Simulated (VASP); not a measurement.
AlNi2: single point with r2SCAN

AlNi2:

```
Al Ni
1.0
     4.12787    0.00000    0.00000
    -2.06393    3.57484    0.00000
     0.00000    0.00000    4.90933
Al Ni
2 4
Direct
  0.33333 0.66667 0.18993
  0.66667 0.33333 0.81007
  0.33333 0.66667 0.68533
  0.66667 0.33333 0.31467
  0.00000 0.00000 0.50000
  0.00000 0.00000 0.00000
```

This cell differs from its parent crystal: strain +0.0375 x Voigt [1, 1, 0, 0, 0, 0].

```json
{
 "Program": "VASP 6.6.1",
 "Task": "single point",
 "Functional": "r2SCAN",
 "Potentials or basis": "VASP PAW PBE potentials, release 64 (Al, Ni)",
 "Cutoff": "520 eV",
 "k mesh": "12 × 12 × 10",
 "Occupations": "gaussian, width 0.15 eV",
 "Spin": "no spin polarisation"
}
```

The pressure is -11.8 GPa and the largest force is 0.031 eV/Å. The band gap on the k mesh is zero (bands 23 and 24 overlap by 4.20 eV).

Forces on the atoms (eV/Å):
```
Al   0.000  0.000  0.031
Al   0.000  0.000 -0.031
Ni   0.000  0.000 -0.012
Ni   0.000  0.000  0.012
Ni   0.000  0.000  0.000
Ni   0.000  0.000  0.000
```

Stress tensor (GPa, compression positive):
```
-15.01   0.00   0.00
  0.00 -15.01   0.00
  0.00   0.00  -5.28
```

Levels at points of the mesh, in eV from the Fermi level:
```
           k point  band 21  band 22  band 23  band 24  band 25  band 26
(0.00, 0.00, 0.00)    -0.48    -0.48     0.78     2.93     2.93     3.48
(0.50, 0.00, 0.00)    -0.64    -0.62    -0.49    -0.26     1.06     1.76
(0.00, 0.00, 0.50)    -0.68    -0.68     3.92     3.92     3.94     4.05
(0.50, 0.00, 0.50)    -0.73    -0.69    -0.33    -0.25     1.64     1.70
```

It took 28 min on 1 thread of Intel Xeon 8259CL (shared host), peak memory 0.42 GiB.

Caveat: the cell differs from its parent crystal (strain +0.0375 x Voigt [1, 1, 0, 0, 0, 0]); the stress differs along the axes, from -15 to -5 GPa; the PAW data sets were made with another functional, which shifts forces and pressure a little. Spin polarisation is off, so any magnetic state and its effect on volume and gap are missing.
